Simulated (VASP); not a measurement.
# MoS2 (P-6m2) in VASP: notebook, part 2 of 2

VASP 6.6.1. The steps go on from the part before.

## (5) Single point, PBE+D3(BJ)

This run uses another cell than the first one: it holds 12 atoms, not 3.

INCAR reads:

```
SYSTEM = MoS2
ALGO = Normal
EDIFF = 1E-6
ENCUT = 520
GGA = PE
ISIF = 2
ISMEAR = 0
IVDW = 12
LASPH = .TRUE.
LCHARG = .FALSE.
LREAL = .FALSE.
LWAVE = .FALSE.
NBANDS = 64
NELM = 60
PREC = Accurate
SIGMA = 0.05
```

KPOINTS reads:

```
k-points
0
G
  6 6 4
  0 0 0
```

POSCAR reads:

```
MoS2
1.0
    6.2994479940      0.0000000001      0.0000000000
   -3.1497239971      5.4554819926      0.0000000000
    0.0000000000      0.0000000000      6.6475426602
Mo S
4 8
Direct
    0.5000000000      0.5000000000      0.0000000000
    0.5000000000      0.0000000000      0.0000000000
    0.0000000000      0.5000000000      0.0000000000
    0.0000000000      0.0000000000      0.0000000000
    0.1666666667      0.3333333333      0.2356692374
    0.1666666667      0.8333333333      0.2356692374
    0.6666666667      0.3333333333      0.2356692374
    0.6666666667      0.8333333333      0.2356692374
    0.1666666667      0.3333333333      0.7643307626
    0.1666666667      0.8333333333      0.7643307626
    0.6666666667      0.3333333333      0.7643307626
    0.6666666667      0.8333333333      0.7643307626
```

Potentials or basis: VASP PAW PBE potentials, release 64 (Mo_sv, S).

Run with:

```sh
$ cat potpaw_PBE.64/Mo_sv/POTCAR potpaw_PBE.64/S/POTCAR > POTCAR
$ mpirun -np 1 vasp_std > vasp.out
```

OUTCAR:

```text
SYSTEM = MoS2
   EDIFF = 1E-6
   ENCUT = 520
   GGA = PE
   ISIF = 2
   ISMEAR = 0
   IVDW = 12
   LASPH = .TRUE.
   LREAL = .FALSE.
   NELM = 60
   PREC = Accurate
 IVDW          = 12

 ion  position               nearest neighbor table
   1  0.500  0.500  0.000-   5 2.40   9 2.40   8 2.40  12 2.40  11 2.40   7 2.40   3 3.15   3 3.15
                             4 3.15   4 3.15   2 3.15   2 3.15
   2  0.500  0.000  0.000-   6 2.40  10 2.40   7 2.40  11 2.40   8 2.40  12 2.40   4 3.15   4 3.15
                             3 3.15   3 3.15   1 3.15   1 3.15
   3  0.000  0.500  0.000-   7 2.40  11 2.40  10 2.40   6 2.40   5 2.40   9 2.40   1 3.15   1 3.15
                             2 3.15   2 3.15   4 3.15   4 3.15
   4  0.000  0.000  0.000-   8 2.40  12 2.40   9 2.40   5 2.40  10 2.40   6 2.40   2 3.15   2 3.15
                             1 3.15   1 3.15   3 3.15   3 3.15
   5  0.167  0.333  0.236-   1 2.40   4 2.40   3 2.40
   6  0.167  0.833  0.236-   2 2.40   3 2.40   4 2.40
   7  0.667  0.333  0.236-   3 2.40   2 2.40   1 2.40
   8  0.667  0.833  0.236-   4 2.40   1 2.40   2 2.40
   9  0.167  0.333  0.764-   1 2.40   4 2.40   3 2.40
  10  0.167  0.833  0.764-   2 2.40   3 2.40   4 2.40
  11  0.667  0.333  0.764-   3 2.40   2 2.40   1 2.40
  12  0.667  0.833  0.764-   4 2.40   1 2.40   2 2.40
[... 7 lines left out ...]
 A1 = (   6.2994479940,   0.0000000001,   0.0000000000)
 A2 = (  -3.1497239971,   5.4554819926,   0.0000000000)
 A3 = (   0.0000000000,   0.0000000000,   6.6475426602)

Analysis of symmetry for initial positions (statically):
=====================================================================
 Subroutine PRICEL returns following result:

  LATTYP: Found a hexagonal cell.
 ALAT       =     3.1497239970
 C/A-ratio  =     2.1105159266

  Lattice vectors:

 A1 = (   3.1497239970,   0.0000000000,   0.0000000000)
 A2 = (  -1.5748619985,   2.7277409963,   0.0000000000)
 A3 = (   0.0000000000,   0.0000000000,   6.6475426602)

   4 primitive cells build up your supercell.

 Routine SETGRP: Setting up the symmetry group for a
 hexagonal supercell.

 Subroutine GETGRP returns: Found 12 space group operations
 (whereof 12 operations were pure point group operations)
 out of a pool of 24 trial point group operations.

The static configuration has the point symmetry D_3h.

Analysis of symmetry for dynamics (positions and initial velocities):
=====================================================================
 Subroutine PRICEL returns following result:

  LATTYP: Found a hexagonal cell.
 ALAT       =     3.1497239970
 C/A-ratio  =     2.1105159266

  Lattice vectors:

 A1 = (   3.1497239970,   0.0000000000,   0.0000000000)
 A2 = (  -1.5748619985,   2.7277409963,   0.0000000000)
 A3 = (   0.0000000000,   0.0000000000,   6.6475426602)

   4 primitive cells build up your supercell.

 Routine SETGRP: Setting up the symmetry group for a
 hexagonal supercell.

 Subroutine GETGRP returns: Found 12 space group operations
 (whereof 12 operations were pure point group operations)
 out of a pool of 24 trial point group operations.

The dynamic configuration has the point symmetry D_3h.

 Subroutine INISYM returns: Found 12 space group operations
 (whereof 12 operations are pure point group operations),
[... 77 lines left out ...]
   number of dos      NEDOS =    301   number of ions     NIONS =     12
   total plane-waves  NPLWV = 115200
   dimension x,y,z NGX =    48 NGY =   48 NGZ =   50
   dimension x,y,z NGXF=    96 NGYF=   96 NGZF=  100
   ions per type =               4   8
   NGX,Y,Z   is equivalent  to a cutoff of  12.67, 12.67, 12.50 a.u.
   NGXF,Y,Z  is equivalent  to a cutoff of  25.33, 25.33, 25.01 a.u.
 SYSTEM =  MoS2
   PREC   = accura    normal or accurate (medium, high low for compatibility)
   ISTART =      0    job   : 0-new  1-cont  2-samecut
   ICHARG =      2    charge: 1-file 2-atom 10-const
   ISPIN  =      1    spin polarized calculation?
   LNONCOLLINEAR =      F non collinear calculations
   LSORBIT =      F    spin-orbit coupling
   LASPH  =      T    aspherical Exc in radial PAW
   ENCUT  =  520.0 eV  38.22 Ry    6.18 a.u.  11.71 11.71 12.36*2*pi/ulx,y,z
   NELM   =     60;   NELMIN=  2; NELMDL= -5     # of ELM steps
   EDIFF  = 0.1E-05   stopping-criterion for ELM
   LREAL  =      F    real-space projection
   EDIFFG = 0.1E-04   stopping-criterion for IOM
   NSW    =      0    number of steps for IOM
   IBRION =     -1    ionic relax: 0-MD 1-quasi-New 2-CG
   NFREE  =      0    steps in history (QN), initial steepest desc. (CG)
   ISIF   =      2    stress and relaxation
   ISYM   =      2    0-nonsym 1-usesym 2-fastsym
   POTIM  = 0.5000    time-step for ionic-motion
   TEBEG  =    0.0;   TEEND  =   0.0 temperature during run
   PSTRESS=    0.0 pullay stress
   NELECT =     104.0000    total number of electrons
   NUPDOWN=      -1.0000    fix difference up-down
   EMIN   =  10.00;   EMAX   =-10.00  energy-range for DOS
   EFERMI =   0.00;   METHOD = LEGACY
   ISMEAR =     0;   SIGMA  =   0.05  broadening in eV -4-tet -1-fermi 0-gaus
   EFERMI_NEDOS =   21; number of points for ismear=-14 and -15
   IALGO  =     38    algorithm
   IMIX   =      4    mixing-type and parameters
     AMIX     =   0.40;   BMIX     =  1.00
     AMIX_MAG =   1.60;   BMIX_MAG =  1.00
  volume/ion in A,a.u.               =      19.04       128.47
  Fermi-wavevector in a.u.,A,eV,Ry     =   1.259371  2.379866 21.579049  1.586015
  Thomas-Fermi vector in A             =   2.392934
   LORBIT       =      0    0 simple, 1 ext, 2 COOP (PROOUT), +10 PAW based schemes
   GGA     = PE    functional components
   LHFCALC =     F    Hartree Fock is set to
   AEXX    =    0.0000 exact exchange contribution
   IVDW    =    12    specifies the selected vdW correction
   LEPSILON=     F    determine dielectric tensor
   LRPA    =     F    only Hartree local field effects (RPA)
 non-spin polarized calculation
 Gauss-broadening in eV      SIGMA  =   0.05
  energy-cutoff  :      520.00
  volume of cell :      228.45
 maximum number of plane-waves:      6192
 NGX is ok and might be reduce to    48

 number of electron     104.0000003 magnetization

 Free energy of the ion-electron system (eV)
  ---------------------------------------------------
  ext. energy  EPLUGINS =         0.00000000
  ---------------------------------------------------
  free energy    TOTEN  =       -87.19148698 eV

  energy without entropy =      -87.19148698  energy(sigma->0) =      -87.19148698

 E-fermi :   6.7153     XC(G=0): -10.3006

 val. band max:        6.4784173777   @ k =   0.0000   0.0000   0.5000
 cond. band min:       7.6961013083   @ k =   0.3333   0.3333   0.0000
 fundamental gap:      1.2176839306
 Fermi energy:         6.7153342381

 k-point     1 :       0.0000    0.0000    0.0000
  band No.  band energies     occupation
      1     -54.7734      2.00000
      2     -54.7303      2.00000
      3     -54.7303      2.00000
      4     -54.7303      2.00000
      5     -29.1044      2.00000
      6     -29.1044      2.00000
[... 1396 lines left out ...]
     63       8.7962      0.00000
     64       9.9668      0.00000

------------------------ aborting loop because EDIFF is reached ----------------------------------------

 Edisp (eV)   -4.77043

 E8    (eV) :    -1.9268

  FORCE on cell =-STRESS in cart. coord.  units (eV):
  Direction    XX          YY          ZZ          XY          YZ          ZX
  --------------------------------------------------------------------------------------
  -------------------------------------------------------------------------------------
  Total      -0.17211    -0.17211    -0.24133     0.00000    -0.00000     0.00000
  in kB      -1.20705    -1.20705    -1.69249     0.00000    -0.00000     0.00000
  external pressure =       -1.37 kB  Pullay stress =        0.00 kB

 VOLUME and BASIS-vectors are now :
 -----------------------------------------------------------------------------
  energy-cutoff  :      520.00
  volume of cell :      228.45
      direct lattice vectors                 reciprocal lattice vectors
     6.299447994  0.000000000  0.000000000     0.158744068  0.091650930  0.000000000
    -3.149723997  5.455481993  0.000000000    -0.000000000  0.183301861  0.000000000
     0.000000000  0.000000000  6.647542660     0.000000000  0.000000000  0.150431528

 POSITION                                       TOTAL-FORCE (eV/Angst)
 -----------------------------------------------------------------------------------
      1.57486      2.72774      0.00000         0.000000      0.000000     -0.000000
      3.14972      0.00000      0.00000        -0.000000      0.000000     -0.000000
     -1.57486      2.72774      0.00000         0.000000      0.000000     -0.000000
      0.00000      0.00000      0.00000        -0.000000      0.000000     -0.000000
      0.00000      1.81849      1.56662         0.000000      0.000000     -0.011617
     -1.57486      4.54623      1.56662        -0.000000      0.000000     -0.011617
      3.14972      1.81849      1.56662         0.000000      0.000000     -0.011617
      1.57486      4.54623      1.56662        -0.000000      0.000000     -0.011617
      0.00000      1.81849      5.08092         0.000000     -0.000000      0.011617
     -1.57486      4.54623      5.08092        -0.000000     -0.000000      0.011617
      3.14972      1.81849      5.08092         0.000000     -0.000000      0.011617
      1.57486      4.54623      5.08092        -0.000000      0.000000      0.011617
 -----------------------------------------------------------------------------------
    total drift:                               -0.000001      0.000001      0.000000

  FREE ENERGIE OF THE ION-ELECTRON SYSTEM (eV)
  ---------------------------------------------------
  free  energy   TOTEN  =       -91.9619132802 eV

  energy  without entropy=      -91.9619132802  energy(sigma->0) =      -91.96191328
```

Run time: 6.2 min. Hardware: 1 thread of Intel Xeon 8259CL, shared host; peak memory 0.47 GiB.

What came out:

- Free energy: -91.9619 eV
- Pressure: -0.1 GPa
- Largest force: 0.012 eV/Å
- Band gap on the k mesh: 1.22 eV
- Dispersion energy per atom: -0.398 eV

Forces on the atoms (eV/Å):
```
Mo   0.000  0.000  0.000
Mo   0.000  0.000  0.000
Mo   0.000  0.000  0.000
Mo   0.000  0.000  0.000
S    0.000  0.000 -0.012
S    0.000  0.000 -0.012
S    0.000  0.000 -0.012
S    0.000  0.000 -0.012
S    0.000  0.000  0.012
S    0.000  0.000  0.012
S    0.000  0.000  0.012
S    0.000  0.000  0.012
```

Levels at points of the mesh, in eV from the valence-band top:
| k point | band 48 | band 49 | band 50 | band 51 | band 52 | band 53 | band 54 | band 55 | band 56 | band 57 |
| --- | --- | --- | --- | --- | --- | --- | --- | --- | --- | --- |
| (0.00, 0.00, 0.00) | -1.37 | -1.29 | -1.29 | -1.29 | -0.93 | 1.93 | 1.93 | 1.93 | 2.33 | 2.33 |
| (0.50, 0.00, 0.00) | -1.35 | -1.34 | -1.34 | -0.97 | -0.97 | 1.44 | 1.44 | 1.58 | 1.58 | 1.95 |
| (0.00, 0.00, 0.50) | -1.30 | -0.86 | -0.86 | -0.86 | 0.00 | 1.95 | 1.95 | 1.95 | 2.38 | 2.38 |
| (0.50, 0.00, 0.50) | -2.13 | -1.05 | -1.05 | -0.90 | -0.90 | 2.00 | 2.00 | 2.04 | 2.04 | 2.15 |

A k mesh can miss the band edges.

## (6) Single point, PBE+D3(BJ) (strain along c alone, the other axes held: -3.0 %, then relaxed in part)

INCAR reads:

```
PREC = Accurate
ENCUT = 520
EDIFF = 1E-7
ISMEAR = 0
SIGMA = 0.02
LREAL = False
LASPH = True
NELM = 80
ALGO = Normal
ISIF = 2
LWAVE = False
LCHARG = False
GGA = PE
IVDW = 12
NBANDS = 20
```

KPOINTS reads:

```
regular mesh
0
Gamma
  12 12 4
```

POSCAR reads:

```
MoS2
1.0
    3.1497239970      0.0000000000      0.0000000000
   -1.5748619985      2.7277409963      0.0000000000
    0.0000000000      0.0000000000      6.4481163804
Mo S
1 2
Direct
    0.0000000000      0.0000000000      0.0000000000
    0.3333333333      0.6666666667      0.2421442492
    0.3333333333      0.6666666667      0.7578557508
```

Potentials or basis: VASP PAW PBE potentials, release 64 (Mo_sv, S).

Run with:

```sh
$ cat potpaw_PBE.64/Mo_sv/POTCAR potpaw_PBE.64/S/POTCAR > POTCAR
$ mpirun -np 1 vasp_std > vasp.out
```

OUTCAR:

```text
PREC = Accurate
   ENCUT = 520
   EDIFF = 1E-7
   ISMEAR = 0
   LREAL = False
   LASPH = True
   NELM = 80
   ISIF = 2
   GGA = PE
   IVDW = 12
 IVDW          = 12

 ion  position               nearest neighbor table
   1  0.000  0.000  0.000-   2 2.40   3 2.40   2 2.40   3 2.40   2 2.40   3 2.40
   2  0.333  0.667  0.242-   1 2.40   1 2.40   1 2.40
   3  0.333  0.667  0.758-   1 2.40   1 2.40   1 2.40

  LATTYP: Found a hexagonal cell.
 ALAT       =     3.1497239970
 C/A-ratio  =     2.0472004488

  Lattice vectors:

[... 743 lines left out ...]

 Edisp (eV)   -1.22718

 E8    (eV) :    -0.4949

  FORCE on cell =-STRESS in cart. coord.  units (eV):
  Direction    XX          YY          ZZ          XY          YZ          ZX
  --------------------------------------------------------------------------------------
  -------------------------------------------------------------------------------------
  Total       0.06133     0.06133     0.65215    -0.00000    -0.00000     0.00000
  in kB       1.77367     1.77367    18.86028    -0.00000    -0.00000     0.00000
  external pressure =        7.47 kB  Pullay stress =        0.00 kB

 VOLUME and BASIS-vectors are now :
 -----------------------------------------------------------------------------
  energy-cutoff  :      520.00
  volume of cell :       55.40
      direct lattice vectors                 reciprocal lattice vectors
     3.149723997  0.000000000  0.000000000     0.317488136  0.183301861  0.000000000
    -1.574861999  2.727740996  0.000000000     0.000000000  0.366603721  0.000000000
     0.000000000  0.000000000  6.448116380     0.000000000  0.000000000  0.155084050

 POSITION                                       TOTAL-FORCE (eV/Angst)
 -----------------------------------------------------------------------------------
      0.00000      0.00000      0.00000         0.000000      0.000000      0.000000
     -0.00000      1.81849      1.56137        -0.000000      0.000000     -0.012478
     -0.00000      1.81849      4.88674        -0.000000     -0.000000      0.012478
 -----------------------------------------------------------------------------------
    total drift:                                0.000000     -0.000000     -0.000000

  FREE ENERGIE OF THE ION-ELECTRON SYSTEM (eV)
  ---------------------------------------------------
  free  energy   TOTEN  =       -22.9807360025 eV

  energy  without entropy=      -22.9807360025  energy(sigma->0) =      -22.98073600
```

stdout:

```text
POSCAR found type information on POSCAR MoS
 POSCAR found :  2 types and       3 ions
 scaLAPACK will be used
 LDA part: xc-table for (Slater+PW92), standard interpolation
 POSCAR, INCAR and KPOINTS ok, starting setup
 FFT: planning ... GRIDC
 FFT: planning ... GRID_SOFT
 FFT: planning ... GRID
 WAVECAR not read
 entering main loop
```

Wall time 33 s (1 thread of Intel Xeon 6975P-C (Granite Rapids), shared host); peak memory 0.21 GiB.

What came out:

| Property | Result |
| --- | --- |
| Free energy | -22.9807 eV |
| Pressure | 0.7 GPa |
| Largest force | 0.012 eV/Å |
| Band gap on the k mesh | 1.03 eV (least direct gap 1.74 eV) |
| Dispersion energy per atom | -0.409 eV |

Forces in eV/Å, atoms in the order of the input:
```
Mo   0.000  0.000  0.000
S    0.000  0.000 -0.012
S    0.000  0.000  0.012
```

Stress tensor (GPa, compression positive):
```
0.18 0.00 0.00
0.00 0.18 0.00
0.00 0.00 1.89
```

Levels at points of the mesh, in eV from the valence-band top:
| k point | band 11 | band 12 | band 13 | band 14 | band 15 | band 16 |
| --- | --- | --- | --- | --- | --- | --- |
| (0.00, 0.00, 0.00) | -2.04 | -1.41 | -1.13 | 2.32 | 2.32 | 2.44 |
| (0.50, 0.00, 0.00) | -1.97 | -1.56 | -1.51 | 1.78 | 2.16 | 3.78 |
| (0.00, 0.00, 0.50) | -2.07 | -2.07 | 0.00 | 2.21 | 2.21 | 2.59 |
| (0.50, 0.00, 0.50) | -3.12 | -1.45 | -0.94 | 1.80 | 2.40 | 2.98 |

Caveat: the cell differs from its parent crystal (strain along c alone, the other axes held: -3.0 %, then relaxed in part).

## (7) The runs side by side

```csv
cell,k mesh,smearing,gap on the mesh (eV),pressure (GPa),largest force (eV/Å)
"a = 3.149, b = 3.149, c = 6.645 Å, angles 90.0, 90.0, 120.0°, 3 atoms, atomic positions A",12 × 12 × 4,gaussian 0.02 eV,1.22,-0.1,0.01
"a = 3.150, b = 3.150, c = 6.648 Å, angles 90.0, 90.0, 120.0°, 3 atoms, atomic positions A",12 × 12 × 4,gaussian 0.05 eV,1.22,-0.1,0.01
"a = 3.150, b = 3.150, c = 6.648 Å, angles 90.0, 90.0, 120.0°, 3 atoms, atomic positions A",12 × 12 × 6,gaussian 0.05 eV,1.22,-0.1,0.01
"a = 6.299, b = 6.299, c = 6.648 Å, angles 90.0, 90.0, 120.0°, 12 atoms, atomic positions B",6 × 6 × 4,gaussian 0.05 eV,1.22,-0.1,0.01
"a = 3.150, b = 3.150, c = 6.448 Å, angles 90.0, 90.0, 120.0°, 3 atoms, atomic positions C",12 × 12 × 4,gaussian 0.02 eV,1.03,0.7,0.01
```

Alike in all rows: task single point; level PBE+D3(BJ); potentials or basis VASP PAW PBE potentials, release 64 (Mo_sv, S); no spin polarisation; cutoff (eV) 520.

Total energies depend on the potentials used, so only differences within one code and one set of settings carry meaning.
